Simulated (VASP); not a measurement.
# MgTe: single point with PBE

The system is MgTe.

```xyz
4
Lattice="4.6104 0.0000 0.0000 -2.3052 3.9927 0.0000 0.0000 0.0000 7.4042" Properties=species:S:1:pos:R:3 pbc="T T T"
Mg    0.0000    2.6618    0.0297
Mg    2.3052    1.3309    3.7318
Te    0.0000    2.6618    2.8209
Te    2.3052    1.3309    6.5230
```

| Item | Value |
| --- | --- |
| Program | VASP 6.6.1 |
| Task | single point |
| Functional | PBE |
| Potentials or basis | VASP PAW PBE potentials, release 64 (Mg, Te) |
| Cutoff | 600 eV |
| k mesh | 4 × 4 × 2 |
| Occupations | fermi-dirac, width 0.01 eV |
| Spin | no spin polarisation |
| Dipole correction | no |
| Further INCAR settings | ALGO = Normal; EDIFF = 1e-06; NBANDS = 16 |

| Quantity | Value |
| --- | --- |
| Pressure | 0.5 GPa |
| Largest force | 0.063 eV/Å |
| Band gap on the k mesh | 2.39 eV |

Forces in eV/Å, atoms in the order of the input:
```
Mg   0.000  0.000 -0.063
Mg   0.000  0.000 -0.063
Te   0.000  0.000  0.063
Te   0.000  0.000  0.063
```

Stress tensor (GPa, compression positive):
```
0.25 0.00 0.00
0.00 0.25 0.00
0.00 0.00 0.86
```

Levels at points of the mesh, in eV from the valence-band top:
```tsv
k point	band 6	band 7	band 8	band 9	band 10	band 11
(0.00, 0.00, 0.00)	-0.05	-0.05	0.00	2.39	2.85	5.18
(0.50, 0.00, 0.00)	-1.27	-1.01	-0.46	3.10	3.83	4.27
(0.00, 0.00, 0.50)	-0.32	-0.32	-0.32	3.35	3.35	5.44
(0.50, 0.00, 0.50)	-0.91	-0.88	-0.88	3.20	3.20	4.25
```

Run time: 29 s on 1 thread of Intel Xeon 8259CL (shared host), peak memory 0.29 GiB.

Caveat: the k points lie up to 0.42 Å⁻¹ apart; spin-orbit coupling is left out, which moves the levels of the heavy elements.
